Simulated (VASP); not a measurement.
Crystal: Al3H.

```
Al H
1.0
     4.57168    0.00000    0.00000
    -2.28584    3.95919    0.00000
     0.00000    0.00000    3.38177
Al H
3 1
Direct
  0.33333 0.66667 0.00000
  0.66667 0.33333 0.00000
  0.00000 0.00000 0.50000
  0.00000 0.00000 0.00000
```

The cell was generated, and may not be a known phase.

```yaml
Program: VASP 6.6.1
Task: relaxation of cell and atoms
Functional: PBE
Potentials_or_basis: VASP PAW PBE potentials, release 64 (Al, H)
Cutoff: 600 eV
k_mesh: 6 × 6 × 6
Occupations: gaussian, width 0.1 eV
Spin: no spin polarisation
```

At the start: pressure -0.1 GPa; volume 15.30 Å³/atom.

Task: How do energy, volume and symmetry change on relaxing?

Result: Over 6 steps the energy falls by 5.0 meV/atom and the volume is 15.38 Å³/atom (+0.5 %); space group P6/mmm (No. 191, to 0.1 Å) before and after.

The path:
| step | energy change (eV) | largest force (eV/Å) | pressure (GPa) | volume (Å³) |
| --- | --- | --- | --- | --- |
| 1 | 0.0000 | 0.0000 | -0.07 | 61.21 |
| 2 | -0.0094 | 0.0000 | 0.08 | 61.15 |
| 3 | -0.0185 | 0.0000 | 0.54 | 60.96 |
| 4 | -0.0189 | 0.0000 | 0.41 | 61.02 |
| 5 | -0.0192 | 0.0000 | 0.46 | 61.00 |
| 6 | -0.0198 | 0.0000 | -0.07 | 61.54 |

Final structure:
```yaml
crystal:
  lattice:
    - [4.51138, 0.00000, 0.00000]
    - [-2.25569, 3.90697, 0.00000]
    - [0.00000, 0.00000, 3.49123]
  atoms:
    - { symbol: Al, position: [0.33333, 0.66667, 0.00000] }
    - { symbol: Al, position: [0.66667, 0.33333, 0.00000] }
    - { symbol: Al, position: [0.00000, 0.00000, 0.50000] }
    - { symbol: H, position: [0.00000, 0.00000, 0.00000] }
```
